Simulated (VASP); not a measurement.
Runs of VASP 6.6.1 on Ni. The structure is that of space group Im-3m (No. 229), or close to it. The cells are those of the table. 

| task | spin | cell | k mesh | cutoff (eV) | smearing | gap on the mesh (eV) | pressure (GPa) | moment (μB) | relaxed volume (Å³/atom) |
| --- | --- | --- | --- | --- | --- | --- | --- | --- | --- |
| relaxation of cell and atoms | collinear, ferromagnetic start | relaxed from a = 2.422 Å, angles 109.5°, 1 atom | 16 × 16 × 16 | 600 | fermi-dirac 0.05 eV | none | 0.0 | 0.55 | 10.97 |
| single point | off | a = 2.421 Å, angles 109.5°, 1 atom | 8 × 8 × 8 | 600 | fermi-dirac 0.1 eV | none | 0.4 | - | - |
| single point | collinear, ferromagnetic start | a = 2.425 Å, angles 109.5°, 1 atom | 26 × 26 × 26 | 600 | fermi-dirac 0.05 eV | none | -0.1 | 0.55 | - |
| single point | collinear, ferromagnetic start | a = 2.324 Å, angles 109.5°, 1 atom | 18 × 18 × 18 | 600 | fermi-dirac 0.05 eV | none | (b) | 0.01 | - |
| single point | collinear, ferromagnetic start | a = 2.425 Å, angles 109.5°, 1 atom | 8 × 8 × 8 | 520 | fermi-dirac 0.1 eV | none | 0.6 | (c) | - |
| single point | off | a = 2.421 Å, angles 109.5°, 1 atom | 16 × 16 × 16 | 520 | fermi-dirac 0.1 eV | none | 0.0 | - | - |
| single point | collinear, ferromagnetic start | a = 2.425 Å, angles 109.5°, 1 atom | 18 × 18 × 18 | 600 | fermi-dirac 0.05 eV | none | 0.0 | 0.57 | - |
| relaxation of cell and atoms | off | relaxed from a = 2.422 Å, angles 109.5°, 1 atom | 16 × 16 × 16 | 600 | fermi-dirac 0.1 eV | none | 0.0 | - | (a) |
| single point | collinear, ferromagnetic start | a = 2.488 Å, angles 109.5°, 1 atom | 18 × 18 × 18 | 600 | fermi-dirac 0.05 eV | none | -12.2 | 0.59 | - |
| single point | off | a = 2.421 Å, angles 109.5°, 1 atom | 26 × 26 × 26 | 520 | fermi-dirac 0.1 eV | none | -0.1 | - | - |
| single point | collinear, ferromagnetic start | a = 2.359 Å, angles 109.5°, 1 atom | 18 × 18 × 18 | 600 | fermi-dirac 0.05 eV | none | 19.3 | 0.52 | - |
| single point | collinear, ferromagnetic start | a = 2.425 Å, angles 109.5°, 1 atom | 16 × 16 × 16 | 600 | fermi-dirac 0.05 eV | none | -0.2 | 0.55 | - |

Alike in all rows: level PBE; potentials or basis VASP PAW PBE potentials, release 64 (Ni).

Question: Fill in the values left out.

Answer: (a) 10.92; (b) 31.1; (c) 0.56.

Caveats: some runs use coarse meshes.

A gap of «none» marks levels without a gap at the run's occupations.
